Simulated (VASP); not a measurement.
# Si2W in VASP: single point with PBEsol

Aim: the single point of Si2W with PBEsol.

Everything below comes from runs of VASP 6.6.1. Logs are shortened: lines on timing, memory, paths and dates and some standing lists are left out, and cuts for length are marked.

### Step 1. The cell of the first run

The cell holds a slab with vacuum, 12 atoms: a = 4.529 Å, b = 4.517 Å, c = 23.794 Å, α = 90.00°, β = 90.00°, γ = 120.09°.

### Step 2. Single point, PBEsol

Contents of INCAR:

```
SYSTEM = Si2W
PREC = Accurate
ENCUT = 520
EDIFF = 1E-6
ISMEAR = 0
SIGMA = 0.1
LREAL = .FALSE.
LASPH = .TRUE.
NELM = 100
ALGO = Normal
ISIF = 2
LWAVE = .FALSE.
LCHARG = .FALSE.
LDIPOL = .TRUE.
IDIPOL = 3
DIPOL = 0.5 0.5 0.500
GGA = PS
NBANDS = 56
```

Contents of KPOINTS:

```
Automatic mesh
0
G
  7 7 1
  0 0 0
```

Contents of POSCAR:

```
Si2W
1.0
    4.5290183143      0.0000000000      0.0000000000
   -2.2645091571      3.9078662643      0.0000000000
    0.0000000000      0.0000000000     23.7935274714
Si W
8 4
Direct
    0.1655010549      0.3310021098      0.3572400103
    0.8344989451      0.6689978902      0.3572400103
    0.6655010549      0.3310021098      0.4524133368
    0.3344989451      0.6689978902      0.4524133368
    0.1660125862      0.3320251725      0.5482476959
    0.8339874138      0.6679748275      0.5482476959
    0.6614333022      0.3228666045      0.6444812931
    0.3385666978      0.6771333955      0.6444812931
    0.5000000000      0.0000000000      0.3572400103
    0.0000000000      0.0000000000      0.4524133368
    0.5000000000      0.0000000000      0.5462274760
    0.0000000000      0.0000000000      0.6374383035
```

Potentials or basis: VASP PAW PBE potentials, release 64 (Si, W_sv).

Launch:

```
$ cat potpaw_PBE.64/Si/POTCAR potpaw_PBE.64/W_sv/POTCAR > POTCAR
$ mpirun -np 1 vasp_std > vasp.out
```

OUTCAR:

```text
SYSTEM = Si2W
   PREC = Accurate
   ENCUT = 520
   EDIFF = 1E-6
   ISMEAR = 0
   LREAL = .FALSE.
   LASPH = .TRUE.
   NELM = 100
   ISIF = 2
   GGA = PS

 ion  position               nearest neighbor table
   1  0.166  0.331  0.357-   2 2.59   9 2.61   9 2.61  10 2.61   9 2.61   2 2.62   2 2.62   4 2.62

   2  0.834  0.669  0.357-   1 2.59   9 2.61   9 2.61  10 2.61   9 2.61   1 2.62   1 2.62   3 2.62

   3  0.666  0.331  0.452-  11 2.58   4 2.59  10 2.61  10 2.61   9 2.61  10 2.61   4 2.62   4 2.62
                             2 2.62   6 2.63
   4  0.334  0.669  0.452-  11 2.58   3 2.59  10 2.61  10 2.61   9 2.61  10 2.61   3 2.62   3 2.62
                             1 2.62   5 2.63
   5  0.166  0.332  0.548-  12 2.49   6 2.60  11 2.61  11 2.61  11 2.61   6 2.62   6 2.62  10 2.62
                             4 2.63   8 2.66
   6  0.834  0.668  0.548-  12 2.49   5 2.60  11 2.61  11 2.61  11 2.61   5 2.62   5 2.62  10 2.62
                             3 2.63   7 2.66
   7  0.661  0.323  0.644-   8 2.52  12 2.60  12 2.60  12 2.65   8 2.65   8 2.65  11 2.66   6 2.66

   8  0.339  0.677  0.644-   7 2.52  12 2.60  12 2.60  12 2.65   7 2.65   7 2.65  11 2.66   5 2.66

   9  0.500  0.000  0.357-   1 2.61   2 2.61   1 2.61   2 2.61   4 2.61   3 2.61   1 2.61   2 2.61
                            10 3.20  10 3.20
  10  0.000  0.000  0.452-   3 2.61   4 2.61   3 2.61   4 2.61   2 2.61   1 2.61   3 2.61   4 2.61
                             5 2.62   6 2.62  11 3.18  11 3.18   9 3.20   9 3.20
  11  0.500  0.000  0.546-   3 2.58   4 2.58   5 2.61   6 2.61   6 2.61   5 2.61   5 2.61   6 2.61
                             7 2.66   8 2.66  12 3.14  12 3.14  10 3.18  10 3.18
  12  0.000  0.000  0.637-   5 2.49   6 2.49   7 2.60   8 2.60   8 2.60   7 2.60   7 2.65   8 2.65
                            11 3.14  11 3.14

  Warning from LATTYP: Monoclinic adjustment (A1->A3, A2->A1, A3->A2)!
  LATTYP: Found a base centered orthorhombic cell.
 ALAT       =     4.5290183143
 B/A-ratio  =     1.7257012417
 C/A-ratio  =     5.2535728099

  Lattice vectors:

 A1 = (   2.2645091571,  -3.9078662643,   0.0000000000)
 A2 = (   2.2645091572,   3.9078662643,   0.0000000000)
 A3 = (   0.0000000000,   0.0000000000,  23.7935274714)

Analysis of symmetry for initial positions (statically):
=====================================================================
 Subroutine PRICEL returns:
 Original cell was already a primitive cell.

 Routine SETGRP: Setting up the symmetry group for a
 base centered orthorhombic supercell.

 Subroutine GETGRP returns: Found  4 space group operations
 (whereof  4 operations were pure point group operations)
 out of a pool of  8 trial point group operations.

The static configuration has the point symmetry C_2v.

Analysis of symmetry for dynamics (positions and initial velocities):
=====================================================================
 Subroutine PRICEL returns:
 Original cell was already a primitive cell.

 Routine SETGRP: Setting up the symmetry group for a
 base centered orthorhombic supercell.

 Subroutine GETGRP returns: Found  4 space group operations
 (whereof  4 operations were pure point group operations)
 out of a pool of  8 trial point group operations.

The dynamic configuration has the point symmetry C_2v.

 Subroutine INISYM returns: Found  4 space group operations
 (whereof  4 operations are pure point group operations),
 and found     1 'primitive' translations

----------------------------------------------------------------------------------------

                                     Primitive cell

  volume of cell :     421.1168

  direct lattice vectors                    reciprocal lattice vectors
     4.529018314  0.000000000  0.000000000     0.220798401  0.127947060  0.000000000
    -2.264509157  3.907866264  0.000000000     0.000000000  0.255894120  0.000000000
     0.000000000  0.000000000 23.793527471     0.000000000  0.000000000  0.042028237

  length of vectors
     4.529018314  4.516571760 23.793527471     0.255190877  0.255894120  0.042028237

  position of ions in fractional coordinates (direct lattice)
     0.165501055  0.331002110  0.357240010
     0.834498945  0.668997890  0.357240010
     0.665501055  0.331002110  0.452413337
     0.334498945  0.668997890  0.452413337
     0.166012586  0.332025173  0.548247696
     0.833987414  0.667974827  0.548247696
     0.661433302  0.322866604  0.644481293
     0.338566698  0.677133396  0.644481293
[... 41 lines left out ...]
 Subroutine IBZKPT returns following result:
 ===========================================

 Found     16 irreducible k-points:

 Following reciprocal coordinates:
            Coordinates               Weight
  0.000000  0.000000  0.000000      1.000000
  0.142857  0.000000  0.000000      4.000000
  0.285714  0.000000  0.000000      4.000000
  0.428571  0.000000  0.000000      4.000000
  0.000000  0.142857  0.000000      2.000000
  0.142857  0.142857  0.000000      4.000000
[... 8 lines left out ...]
  0.000000  0.428571  0.000000      2.000000
  0.142857  0.428571  0.000000      2.000000
   k-points           NKPTS =     16   k-points in BZ     NKDIM =     16   number of bands    NBANDS=     56
   number of dos      NEDOS =    301   number of ions     NIONS =     12
   total plane-waves  NPLWV = 233280
   dimension x,y,z NGX =    36 NGY =   36 NGZ =  180
   dimension x,y,z NGXF=    72 NGYF=   72 NGZF=  360
   ions per type =               8   4
   NGX,Y,Z   is equivalent  to a cutoff of  13.21, 13.25, 12.58 a.u.
   NGXF,Y,Z  is equivalent  to a cutoff of  26.43, 26.50, 25.15 a.u.
 SYSTEM =  Si2W
   PREC   = accura    normal or accurate (medium, high low for compatibility)
   ISTART =      0    job   : 0-new  1-cont  2-samecut
   ICHARG =      2    charge: 1-file 2-atom 10-const
   ISPIN  =      1    spin polarized calculation?
   LNONCOLLINEAR =      F non collinear calculations
   LSORBIT =      F    spin-orbit coupling
   LASPH  =      T    aspherical Exc in radial PAW
   ENCUT  =  520.0 eV  38.22 Ry    6.18 a.u.   8.42  8.40 44.24*2*pi/ulx,y,z
   NELM   =    100;   NELMIN=  2; NELMDL= -5     # of ELM steps
   EDIFF  = 0.1E-05   stopping-criterion for ELM
   LREAL  =      F    real-space projection
   EDIFFG = 0.1E-04   stopping-criterion for IOM
   NSW    =      0    number of steps for IOM
   IBRION =     -1    ionic relax: 0-MD 1-quasi-New 2-CG
   NFREE  =      0    steps in history (QN), initial steepest desc. (CG)
   ISIF   =      2    stress and relaxation
   ISYM   =      2    0-nonsym 1-usesym 2-fastsym
   POTIM  = 0.5000    time-step for ionic-motion
   TEBEG  =    0.0;   TEEND  =   0.0 temperature during run
   PSTRESS=    0.0 pullay stress
   NELECT =      88.0000    total number of electrons
   NUPDOWN=      -1.0000    fix difference up-down
   EMIN   =  10.00;   EMAX   =-10.00  energy-range for DOS
   EFERMI =   0.00;   METHOD = LEGACY
   ISMEAR =     0;   SIGMA  =   0.10  broadening in eV -4-tet -1-fermi 0-gaus
   EFERMI_NEDOS =   21; number of points for ismear=-14 and -15
   IALGO  =     38    algorithm
   IMIX   =      4    mixing-type and parameters
     AMIX     =   0.40;   BMIX     =  1.00
     AMIX_MAG =   1.60;   BMIX_MAG =  1.00
  volume/ion in A,a.u.               =      35.09       236.82
  Fermi-wavevector in a.u.,A,eV,Ry     =   0.971482  1.835835 12.840875  0.943778
  Thomas-Fermi vector in A             =   2.101703
   LORBIT       =      0    0 simple, 1 ext, 2 COOP (PROOUT), +10 PAW based schemes
   GGA     = PS    functional components
   LHFCALC =     F    Hartree Fock is set to
   AEXX    =    0.0000 exact exchange contribution
   IVDW    =     0    specifies the selected vdW correction
   LEPSILON=     F    determine dielectric tensor
   LRPA    =     F    only Hartree local field effects (RPA)
 non-spin polarized calculation
 Gauss-broadening in eV      SIGMA  =   0.10
  energy-cutoff  :      520.00
  volume of cell :      421.12
 maximum number of plane-waves:     11439
 NGX is ok and might be reduce to    36
   NGX = 17   NGY = 17   NGZ = 89

 dipolmoment           0.000000      0.000000     -0.016617 electrons x Angstroem

 number of electron      87.9999992 magnetization

 dipolmoment           0.000000      0.000000      0.006127 electrons x Angstroem

 Free energy of the ion-electron system (eV)
  ---------------------------------------------------
  ext. energy  EPLUGINS =         0.00000000
  ---------------------------------------------------
  free energy    TOTEN  =      -100.82071653 eV

  energy without entropy =     -100.79072504  energy(sigma->0) =     -100.80572079

 E-fermi :   1.7610     XC(G=0):  -5.6423

 val. band max:        1.7543931395   @ k =   0.1429   0.1429   0.0000
 cond. band min:       1.7618115388   @ k =   0.4286   0.2857   0.0000
 fundamental gap:      0.0074183993
 Fermi energy:         1.7610481699

 k-point     1 :       0.0000    0.0000    0.0000
  band No.  band energies     occupation
      1     -71.8162      2.00000
      2     -71.7935      2.00000
      3     -71.6972      2.00000
      4     -71.4884      2.00000
      5     -36.2234      2.00000
      6     -36.2015      2.00000
[... 933 lines left out ...]
     55       4.9662      0.00000
     56       5.2183      0.00000

------------------------ aborting loop because EDIFF is reached ----------------------------------------

 vacuum level on the upper side and lower side of the slab       (xc-potential included)        -0.097        -0.159

  FORCE on cell =-STRESS in cart. coord.  units (eV):
  Direction    XX          YY          ZZ          XY          YZ          ZX
  --------------------------------------------------------------------------------------
  -------------------------------------------------------------------------------------
  Total       -7.9498694     -3.4231177     -2.0736468     -0.0000000      0.0000000      0.0000000
  in kB      -30.2460017    -13.0235627     -7.8893780     -0.0000000      0.0000000      0.0000000
  external PRESSURE =     -17.0529808 kB  Pullay stress =       0.0000000 kB

 VOLUME and BASIS-vectors are now :
 -----------------------------------------------------------------------------
  energy-cutoff  :      520.00
  volume of cell :      421.12
      direct lattice vectors                 reciprocal lattice vectors
     4.529018314  0.000000000  0.000000000     0.220798401  0.127947060  0.000000000
    -2.264509157  3.907866264  0.000000000     0.000000000  0.255894120  0.000000000
     0.000000000  0.000000000 23.793527471     0.000000000  0.000000000  0.042028237

 POSITION                                       TOTAL-FORCE (eV/Angst)
 -----------------------------------------------------------------------------------
      0.00000      1.29351      8.50000        -0.000000     -0.251293     -0.513062
      2.26451      2.61435      8.50000         0.000000      0.251293     -0.513062
      2.26451      1.29351     10.76451        -0.000000     -0.124973     -0.524252
      0.00000      2.61435     10.76451         0.000000      0.124973     -0.524252
     -0.00000      1.29751     13.04475         0.000000      0.004148     -0.004745
      2.26451      2.61036     13.04475        -0.000000     -0.004148     -0.004745
      2.26451      1.26172     15.33448         0.000000      0.006279      0.014315
      0.00000      2.64615     15.33448        -0.000000     -0.006279      0.014315
      2.26451      0.00000      8.50000         0.000000      0.000000      2.005284
      0.00000      0.00000     10.76451        -0.000000      0.000000      0.032461
      2.26451      0.00000     12.99668        -0.000000      0.000000     -0.005056
      0.00000      0.00000     15.16691         0.000000      0.000000      0.022798
 -----------------------------------------------------------------------------------
    total drift:                                0.000000      0.000000     -0.000283

  FREE ENERGIE OF THE ION-ELECTRON SYSTEM (eV)
  ---------------------------------------------------
  free  energy   TOTEN  =      -100.8207165314 eV

  energy  without entropy=     -100.7907250442  energy(sigma->0) =     -100.80572079

 vacuum level on the upper side and lower side of the slab         6.097         6.034
```

Run time: 20 min. Hardware: 1 thread of AMD EPYC 7R43 (Zen 3), shared host; peak memory 0.63 GiB.

Results:

| Property | Result |
| --- | --- |
| Free energy | -100.8207 eV |
| Largest force | 2.005 eV/Å |
| Band gap on the k mesh | zero (band 44 reaches 2.28 eV, above the bottom of band 45 at 1.53 eV) |

Forces on the atoms (eV/Å):
```
Si   0.000 -0.251 -0.513
Si   0.000  0.251 -0.513
Si   0.000 -0.125 -0.524
Si   0.000  0.125 -0.524
Si   0.000  0.004 -0.005
Si   0.000 -0.004 -0.005
Si   0.000  0.006  0.014
Si   0.000 -0.006  0.014
W    0.000  0.000  2.005
W    0.000  0.000  0.032
W    0.000  0.000 -0.005
W    0.000  0.000  0.023
```

Caveat: the PAW data sets were made with another functional, which shifts forces and pressure a little; spin-orbit coupling is left out, which moves the levels of the heavy elements.
